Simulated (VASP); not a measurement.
Set up this calculation in VASP 6.6.1, as the native input.

```
Task                   : single point
Functional             : LDA
Potentials or basis    : VASP PAW LDA potentials, release 64 (In_d)
Cutoff                 : 520 eV
k mesh                 : 9 × 9 × 5
Occupations            : fermi-dirac, width 0.05 eV
Spin                   : no spin polarisation
Dipole correction      : no
Further INCAR settings : ALGO = Normal; EDIFF = 1e-06; NBANDS = 20
```

The structure of In lies in POSCAR:

```
In
1.0
    3.3130983036      0.0000000000      0.0000000000
   -1.6565491518      2.8692272962      0.0000000000
    0.0000000000      0.0000000000      5.4721676924
In
2
Direct
    0.6666666667      0.3333333333      0.7500000000
    0.3333333333      0.6666666667      0.2500000000
```

One way to write it, as run:

INCAR

```
SYSTEM = In
PREC = Accurate
ENCUT = 520
EDIFF = 1E-6
ISMEAR = -1
SIGMA = 0.05
LREAL = .False.
LASPH = .True.
NELM = 60
ALGO = Normal
ISIF = 2
LWAVE = .False.
LCHARG = .False.
NBANDS = 20
```

KPOINTS

```
Automatic mesh
0
Gamma
  9 9 5
  0 0 0
```

Potentials or basis: VASP PAW LDA potentials, release 64 (In_d).

Run with:

```console
$ cat potpaw_LDA.64/In_d/POTCAR > POTCAR
$ mpirun -np 1 vasp_std > vasp.out
```

It gave:

```yaml
Pressure: -2.2 GPa
Band_gap_on_the_k_mesh: zero (band 13 reaches 9.44 eV, above the bottom of band 14 at 5.39 eV)
```

Caveat: spin-orbit coupling is left out, which moves the levels of the heavy elements.

Run time: 20 s on 1 thread of Intel(R) Xeon(R) Platinum 8488C (Sapphire Rapids), on a shared host, peak memory 0.16 GiB.
